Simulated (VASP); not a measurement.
# KI (wurtzite type) (P6_3mc) in VASP: relaxation of cell and atoms with PBE

Aim: the relaxation of cell and atoms of KI (wurtzite type) with PBE.

Everything below comes from runs of VASP 6.6.1. Logs are shortened: lines on timing, memory, paths and dates and some standing lists are left out, and cuts for length are marked.

### 1 The cell of the first run

It takes space group P6_3mc (No. 186, hexagonal). The conventional cell has a = 4.556 Å, b = 4.556 Å, c = 7.426 Å, α = 90.00°, β = 90.00°, γ = 120.00°. Within 3.7 Å of K (site symmetry 3m) lie 4 I at 2.79 Å. I (site symmetry 3m) has 4 K at 2.79 Å within 3.7 Å.

### 2 Relaxation of cell and atoms, PBE

INCAR

```
SYSTEM = KI
ALGO = Normal
EDIFF = 1E-7
EDIFFG = -0.005
ENCUT = 600
GGA = PE
IBRION = 2
ISIF = 3
ISMEAR = -1
LASPH = .True.
LCHARG = .False.
LREAL = .False.
LWAVE = .False.
NELM = 100
NSW = 100
PREC = Accurate
SIGMA = 0.05
```

KPOINTS

```
k-points
0
Gamma
  8 8 5
  0 0 0
```

POSCAR

```
KI
1.0
    4.5558582445      0.0000000000      0.0000000000
   -2.2779291223      3.9454889758      0.0000000000
    0.0000000000      0.0000000000      7.4260489385
K I
2 2
Direct
    0.3333333333      0.6666666667      0.0000000000
    0.6666666667      0.3333333333      0.5000000000
    0.3333333333      0.6666666667      0.3760000000
    0.6666666667      0.3333333333      0.8760000000
```

Potentials or basis: VASP PAW PBE potentials, release 64 (K_sv, I).

The run is started by

```console
$ cat potpaw_PBE.64/K_sv/POTCAR potpaw_PBE.64/I/POTCAR > POTCAR
$ mpirun -np 1 vasp_std > vasp.out
```

OUTCAR:

```text
SYSTEM = KI
   EDIFF = 1E-7
   EDIFFG = -0.005
   ENCUT = 600
   GGA = PE
   IBRION = 2
   ISIF = 3
   ISMEAR = -1
   LASPH = .True.
   LREAL = .False.
   NELM = 100
   NSW = 100
   PREC = Accurate

 ion  position               nearest neighbor table
   1  0.333  0.667  0.000-   4 2.79   4 2.79   4 2.79   3 2.79
   2  0.667  0.333  0.500-   3 2.79   3 2.79   3 2.79   4 2.79
   3  0.333  0.667  0.376-   2 2.79   2 2.79   2 2.79   1 2.79
   4  0.667  0.333  0.876-   1 2.79   1 2.79   1 2.79   2 2.79

  LATTYP: Found a hexagonal cell.
 ALAT       =     4.5558582445
 C/A-ratio  =     1.6300000000

  Lattice vectors:

 A1 = (   4.5558582445,   0.0000000000,   0.0000000000)
 A2 = (  -2.2779291223,   3.9454889758,   0.0000000000)
 A3 = (   0.0000000000,   0.0000000000,   7.4260489385)

Analysis of symmetry for initial positions (statically):
=====================================================================
 Subroutine PRICEL returns:
 Original cell was already a primitive cell.

 Routine SETGRP: Setting up the symmetry group for a
 hexagonal supercell.

 Subroutine GETGRP returns: Found 12 space group operations
 (whereof  6 operations were pure point group operations)
 out of a pool of 24 trial point group operations.

The static configuration has the point symmetry C_3v.
 The point group associated with its full space group is C_6v.

Analysis of symmetry for dynamics (positions and initial velocities):
=====================================================================
 Subroutine PRICEL returns:
 Original cell was already a primitive cell.

 Routine SETGRP: Setting up the symmetry group for a
 hexagonal supercell.

 Subroutine GETGRP returns: Found 12 space group operations
 (whereof  6 operations were pure point group operations)
 out of a pool of 24 trial point group operations.

The dynamic configuration has the point symmetry C_3v.
 The point group associated with its full space group is C_6v.

 Subroutine INISYM returns: Found 12 space group operations
 (whereof  6 operations are pure point group operations),
 and found     1 'primitive' translations

----------------------------------------------------------------------------------------

                                     Primitive cell

  volume of cell :     133.4839

  direct lattice vectors                    reciprocal lattice vectors
     4.555858245  0.000000000  0.000000000     0.219497611  0.126727005  0.000000000
    -2.277929122  3.945488976  0.000000000     0.000000000  0.253454009  0.000000000
     0.000000000  0.000000000  7.426048939     0.000000000  0.000000000  0.134661111

  length of vectors
     4.555858245  4.555858245  7.426048939     0.253454009  0.253454009  0.134661111

  position of ions in fractional coordinates (direct lattice)
     0.333333333  0.666666667  0.000000000
     0.666666667  0.333333333  0.500000000
     0.333333333  0.666666667  0.376000000
     0.666666667  0.333333333  0.876000000

  ion indices of the primitive-cell ions
   primitive index   ion index
                 1           1
                 2           2
                 3           3
                 4           4

----------------------------------------------------------------------------------------

 KPOINTS: k-points

Automatic generation of k-mesh.
 Grid dimensions read from file:
 generate k-points for:    8    8    5

 Generating k-lattice:

  Cartesian coordinates                     Fractional coordinates (reciprocal lattice)
     0.027437201  0.015840876  0.000000000     0.125000000 -0.000000000  0.000000000
     0.000000000  0.031681751  0.000000000     0.000000000  0.125000000  0.000000000
     0.000000000  0.000000000  0.026932222     0.000000000  0.000000000  0.200000000

  Length of vectors
     0.031681751  0.031681751  0.026932222

  Shift w.r.t. Gamma in fractional coordinates (k-lattice)
     0.000000000  0.000000000  0.000000000

 Subroutine IBZKPT returns following result:
 ===========================================

 Found     30 irreducible k-points:

 Following reciprocal coordinates:
            Coordinates               Weight
  0.000000  0.000000  0.000000      1.000000
  0.125000  0.000000  0.000000      6.000000
  0.250000  0.000000  0.000000      6.000000
  0.375000  0.000000  0.000000      6.000000
  0.500000  0.000000  0.000000      3.000000
  0.125000  0.125000  0.000000      6.000000
[... 16 lines left out ...]
  0.250000  0.000000  0.400000     12.000000
  0.375000  0.000000  0.400000     12.000000
 [... further k-points ...]
   k-points           NKPTS =     30   k-points in BZ     NKDIM =     30   number of bands    NBANDS=     20
   number of dos      NEDOS =    301   number of ions     NIONS =      4
   total plane-waves  NPLWV =  77760
   dimension x,y,z NGX =    36 NGY =   36 NGZ =   60
   dimension x,y,z NGXF=    72 NGYF=   72 NGZF=  120
   ions per type =               2   2
   NGX,Y,Z   is equivalent  to a cutoff of  13.14, 13.14, 13.43 a.u.
   NGXF,Y,Z  is equivalent  to a cutoff of  26.27, 26.27, 26.86 a.u.
 SYSTEM =  KI
   PREC   = accura    normal or accurate (medium, high low for compatibility)
   ISTART =      0    job   : 0-new  1-cont  2-samecut
   ICHARG =      2    charge: 1-file 2-atom 10-const
   ISPIN  =      1    spin polarized calculation?
   LNONCOLLINEAR =      F non collinear calculations
   LSORBIT =      F    spin-orbit coupling
   LASPH  =      T    aspherical Exc in radial PAW
   ENCUT  =  600.0 eV  44.10 Ry    6.64 a.u.   9.10  9.10 14.83*2*pi/ulx,y,z
   NELM   =    100;   NELMIN=  2; NELMDL= -5     # of ELM steps
   EDIFF  = 0.1E-06   stopping-criterion for ELM
   LREAL  =      F    real-space projection
   EDIFFG = -.5E-02   stopping-criterion for IOM
   NSW    =    100    number of steps for IOM
   IBRION =      2    ionic relax: 0-MD 1-quasi-New 2-CG
   NFREE  =      1    steps in history (QN), initial steepest desc. (CG)
   ISIF   =      3    stress and relaxation
   ISYM   =      2    0-nonsym 1-usesym 2-fastsym
   POTIM  = 0.5000    time-step for ionic-motion
   TEBEG  =    0.0;   TEEND  =   0.0 temperature during run
   PSTRESS=    0.0 pullay stress
   NELECT =      32.0000    total number of electrons
   NUPDOWN=      -1.0000    fix difference up-down
   EMIN   =  10.00;   EMAX   =-10.00  energy-range for DOS
   EFERMI =   0.00;   METHOD = LEGACY
   ISMEAR =    -1;   SIGMA  =   0.05  broadening in eV -4-tet -1-fermi 0-gaus
   EFERMI_NEDOS =   21; number of points for ismear=-14 and -15
   IALGO  =     38    algorithm
   IMIX   =      4    mixing-type and parameters
     AMIX     =   0.40;   BMIX     =  1.00
     AMIX_MAG =   1.60;   BMIX_MAG =  1.00
  volume/ion in A,a.u.               =      33.37       225.20
  Fermi-wavevector in a.u.,A,eV,Ry     =   1.016987  1.921826 14.071984  1.034262
  Thomas-Fermi vector in A             =   2.150362
   LORBIT       =      0    0 simple, 1 ext, 2 COOP (PROOUT), +10 PAW based schemes
   GGA     = PE    functional components
   LHFCALC =     F    Hartree Fock is set to
   AEXX    =    0.0000 exact exchange contribution
   IVDW    =     0    specifies the selected vdW correction
   LEPSILON=     F    determine dielectric tensor
   LRPA    =     F    only Hartree local field effects (RPA)
 conjugate gradient relaxation of ions
 non-spin polarized calculation
  energy-cutoff  :      600.00
  volume of cell :      133.48
 maximum number of plane-waves:      4494
   NGX = 19   NGY = 19   NGZ = 29

--------------------------------------- Ionic step        1  -------------------------------------------

 number of electron      32.0000001 magnetization

 Free energy of the ion-electron system (eV)
  ---------------------------------------------------
  ext. energy  EPLUGINS =         0.00000000
  ---------------------------------------------------
  free energy    TOTEN  =        -6.50054800 eV

  energy without entropy =       -6.50054800  energy(sigma->0) =       -6.50054800

 E-fermi :   2.1677     XC(G=0):  -8.0894

 val. band max:        0.9611066061   @ k =   0.3750   0.2500   0.4000
 cond. band min:       5.7935824444   @ k =   0.0000   0.0000   0.0000
 fundamental gap:      4.8324758383
 Fermi energy:         2.1676778441

 k-point     1 :       0.0000    0.0000    0.0000
  band No.  band energies     occupation
      1     -26.7183      2.00000
      2     -26.6979      2.00000
      3     -11.3793      2.00000
      4     -10.4338      2.00000
      5     -10.4338      2.00000
      6     -10.3851      2.00000
[... 541 lines left out ...]
     19       7.9004      0.00000
     20       8.1430      0.00000

 [... further k-points ...]
[... 5 lines left out ...]
  --------------------------------------------------------------------------------------
  -------------------------------------------------------------------------------------
  Total       17.1754496     17.1754496     16.4884246     -0.0000000      0.0000000     -0.0000000
  in kB      206.1530920    206.1530920    197.9068839     -0.0000000      0.0000000     -0.0000000
  external PRESSURE =     203.4043559 kB  Pullay stress =       0.0000000 kB
[... 95 lines left out ...]
  FREE ENERGIE OF THE ION-ELECTRON SYSTEM (eV)
  ---------------------------------------------------
  free  energy   TOTEN  =       -10.7717561747 eV

  energy  without entropy=      -10.7717561747  energy(sigma->0) =      -10.77175617

[... ionic steps 4 to 47 ...]

--------------------------------------- Ionic step       48  -------------------------------------------

 number of electron      31.9999998 magnetization

------------------------ aborting loop because EDIFF is reached ----------------------------------------
[... 71 lines left out ...]
--------------------------------------- Ionic step       50  -------------------------------------------

 number of electron      31.9999998 magnetization

 Free energy of the ion-electron system (eV)
  ---------------------------------------------------
  ext. energy  EPLUGINS =         0.00000000
  ---------------------------------------------------
  free energy    TOTEN  =       -10.96262507 eV

  energy without entropy =      -10.96262507  energy(sigma->0) =      -10.96262507

 E-fermi :  -0.4753     XC(G=0):  -6.0433

 val. band max:       -1.5841391893   @ k =   0.0000   0.0000   0.0000
 cond. band min:       2.1654577689   @ k =   0.0000   0.0000   0.0000
 fundamental gap:      3.7495969582
 Fermi energy:        -0.4752880299

 k-point     1 :       0.0000    0.0000    0.0000
  band No.  band energies     occupation
      1     -30.2695      2.00000
      2     -30.2676      2.00000
      3     -13.7759      2.00000
      4     -13.7743      2.00000
      5     -13.7743      2.00000
      6     -13.7613      2.00000
[... 541 lines left out ...]
     19       4.9653      0.00000
     20       5.1365      0.00000

 [... further k-points ...]
[... 5 lines left out ...]
  --------------------------------------------------------------------------------------
  -------------------------------------------------------------------------------------
  Total       -0.0033233     -0.0033233      0.0030492      0.0000000      0.0000000      0.0000000
  in kB       -0.0232897     -0.0232897      0.0213685      0.0000000      0.0000000      0.0000000
  external PRESSURE =      -0.0084036 kB  Pullay stress =       0.0000000 kB
[... 19 lines left out ...]
  FREE ENERGIE OF THE ION-ELECTRON SYSTEM (eV)
  ---------------------------------------------------
  free  energy   TOTEN  =       -10.9626250727 eV

  energy  without entropy=      -10.9626250726  energy(sigma->0) =      -10.96262507

 reached required accuracy - stopping structural energy minimisation
```

Wall time 24 min (1 thread of Intel Xeon 6975P-C (Granite Rapids), shared host); peak memory 0.33 GiB.

What came out:

```yaml
Free_energy: -10.9626 eV
Relaxed_volume: 57.16 Å³/atom
Relaxed_cell: a = 6.087 Å, b = 6.087 Å, c = 7.125 Å, α = 90.00°, β = 90.00°, γ = 120.00°
Space_group_after_relaxing_to_0.1_Å: P6_3/mmc (No. 194)
Energy_gained_by_relaxing: 1115.5 meV/atom
Ionic_steps: 50
Pressure_after_relaxing: 0.0 GPa
Band_gap_on_the_k_mesh: 3.75 eV
```

Step by step:
| step | energy change (eV) | largest force (eV/Å) | pressure (GPa) | volume (Å³) |
| --- | --- | --- | --- | --- |
| 1 | 0.0000 | 0.0119 | 20.34 | 133.48 |
| 3 | -4.2712 | 0.0293 | 0.43 | 242.11 |
| 5 | -4.2880 | 0.0257 | -0.01 | 255.60 |
| 7 | -4.2876 | 0.0254 | 0.07 | 252.63 |
| 9 | -4.2891 | 0.0185 | 0.07 | 252.66 |
| 11 | -4.2940 | 0.0016 | 0.05 | 252.69 |
| 13 | -4.2950 | 0.0188 | -0.03 | 254.91 |
| 15 | -4.2960 | 0.0409 | 0.02 | 252.78 |
| 17 | -4.2961 | 0.0513 | 0.04 | 251.91 |
| 19 | -4.2966 | 0.0517 | 0.04 | 251.64 |
| 21 | -4.2992 | 0.0564 | 0.05 | 250.37 |
| 23 | -4.3176 | 0.0999 | 0.05 | 244.81 |
| 25 | -4.0427 | 0.3851 | 1.80 | 214.71 |
| 27 | -4.3641 | 0.3660 | 0.44 | 225.19 |
| 29 | -4.3645 | 0.3597 | 0.45 | 225.06 |
| 31 | -4.3650 | 0.3488 | 0.46 | 224.87 |
| 33 | -4.3674 | 0.3428 | 0.44 | 224.99 |
| 35 | -4.3766 | 0.3193 | 0.40 | 225.47 |
| 37 | -4.4072 | 0.2366 | 0.24 | 227.41 |
| 39 | -4.4548 | 0.0361 | -0.21 | 235.16 |
| 41 | -4.4569 | 0.0277 | -0.19 | 234.38 |
| 43 | -4.4593 | 0.0041 | 0.18 | 223.97 |
| 45 | -4.4619 | 0.0138 | 0.02 | 228.16 |
| 47 | -4.4620 | 0.0076 | 0.00 | 228.49 |
| 49 | -4.4620 | 0.0039 | 0.00 | 228.61 |
| 50 | -4.4621 | 0.0000 | 0.00 | 228.62 |

Final structure:
```
K I
1.0
     6.08710    0.00000    0.00000
    -3.04355    5.27158    0.00000
     0.00000    0.00000    7.12473
K I
2 2
Direct
  0.33333 0.66667 0.93799
  0.66667 0.33333 0.43799
  0.33333 0.66667 0.43801
  0.66667 0.33333 0.93801
```

Caveat: the volume moved by over 15 % at a fixed basis, so the end points are rough; spin-orbit coupling is left out, which moves the levels of the heavy elements; an odd mesh through Γ misses points on the zone boundary, where band edges can lie.
